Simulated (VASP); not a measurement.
Runs of VASP 6.6.1 on InF3. The structure is that of space group R-3c (No. 167), or close to it. The cells are those of the table. 

```tsv
task	cell	smearing	gap on the mesh (eV)	pressure (GPa)	largest force (eV/Å)
single point	a = 5.543 Å, angles 51.3°, 8 atoms	gaussian 0.02 eV	4.26	(b)	0.06
single point	a = 5.669 Å, angles 53.3°, 8 atoms	gaussian 0.02 eV	4.26	0.6	0.05
electric field gradients	a = 5.671 Å, angles 53.3°, 8 atoms	gaussian 0.01 eV	4.26	0.6	0.05
single point	a = 5.590 Å, angles 51.6°, 8 atoms	gaussian 0.02 eV	4.24	5.1	0.06
single point	a = 5.650 Å, angles 52.6°, 8 atoms	gaussian 0.02 eV	4.25	(a)	0.05
single point	a = 5.627 Å, angles 52.0°, 8 atoms	gaussian 0.02 eV	4.24	3.0	0.05
```

Alike in all rows: level LDA; potentials or basis VASP PAW LDA potentials, release 64 (In_d, F); no spin polarisation; k mesh 6 × 6 × 6; cutoff (eV) 520.

Question: Fill in the values left out.

Answer: (a) 1.5; (b) 8.1.

Caveats: spin-orbit coupling is left out, which moves the levels of the heavy elements.

A k mesh can miss the band edges, and the runs leave out spin-orbit coupling on In.
